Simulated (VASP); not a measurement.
A run of VASP 6.6.1 is set up as follows.

The input INCAR:

```
SYSTEM = V
ALGO = Normal
EDIFF = 1E-7
ENCUT = 520
GGA = CA
ISIF = 2
ISMEAR = -1
LASPH = .TRUE.
LCHARG = .FALSE.
LREAL = .FALSE.
LWAVE = .FALSE.
NBANDS = 12
NELM = 60
PREC = Accurate
SIGMA = 0.1
```

The input KPOINTS:

```
k-points
0
G
  16 16 16
  0 0 0
```

File POSCAR:

```
V
1.0
    0.0000000000      1.8403170974      1.8403170974
    1.8403170974      0.0000000000      1.8403170974
    1.8403170974      1.8403170974      0.0000000000
V
1
Direct
    0.0000000000      0.0000000000      0.0000000000
```

Potentials or basis: VASP PAW LDA potentials, release 64 (V_sv).

The run is started by

```console
$ cat potpaw_LDA.64/V_sv/POTCAR > POTCAR
$ mpirun -np 1 vasp_std > vasp.out
```

(1) What does it give for the band gap on the k mesh?

(2) What does it give for the pressure?

## Answers

(1) zero (an odd number of electrons rules out a gap without spin polarisation).

(2) 9.2 GPa.

Caveat: the cell stands under pressure.
